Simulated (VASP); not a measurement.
A run of VASP 6.6.1 is set up as follows.

File INCAR:

```
PREC = Accurate
ENCUT = 520
EDIFF = 1E-6
ISMEAR = 0
SIGMA = 0.1
LREAL = False
LASPH = True
NELM = 60
ALGO = Normal
ISIF = 2
LWAVE = False
LCHARG = False
GGA = PE
NBANDS = 51
```

KPOINTS

```
Automatic mesh
0
Gamma
  6 6 4
```

File POSCAR:

```
Ge5W
1.0
    4.6456162800      0.0000000000      0.0000000000
   -2.3228081400      4.0232217200      0.0000000000
    0.0000000000      0.0000000000      6.3061954100
Ge W
5 1
Direct
    0.6666666700      0.3333333300      0.7959949400
    0.0000000000      0.0000000000      0.0000000000
    0.6666666700      0.3333333300      0.2040050600
    0.3333333300      0.6666666700      0.2040050600
    0.3333333300      0.6666666700      0.7959949400
    0.0000000000      0.0000000000      0.5000000000
```

Potentials or basis: VASP PAW PBE potentials, release 64 (Ge_d, W_sv).

Launch:

```console
$ cat potpaw_PBE.64/Ge_d/POTCAR potpaw_PBE.64/W_sv/POTCAR > POTCAR
$ mpirun -np 1 vasp_std > vasp.out
```

Problem. Estimate the band gap on the k mesh.

Solution. Zero (band 42 reaches 7.16 eV, above the bottom of band 43 at 5.82 eV).

Problem. Predict the pressure.

Solution. -3.2 GPa.

Stress tensor (GPa, compression positive):
```
  1.39   0.00   0.00
  0.00   1.39   0.00
  0.00   0.00 -12.49
```

Caveat: spin-orbit coupling is left out, which moves the levels of the heavy elements; forces of over 1 eV/Å act on the atoms, so gaps and moduli don't describe the material at rest.
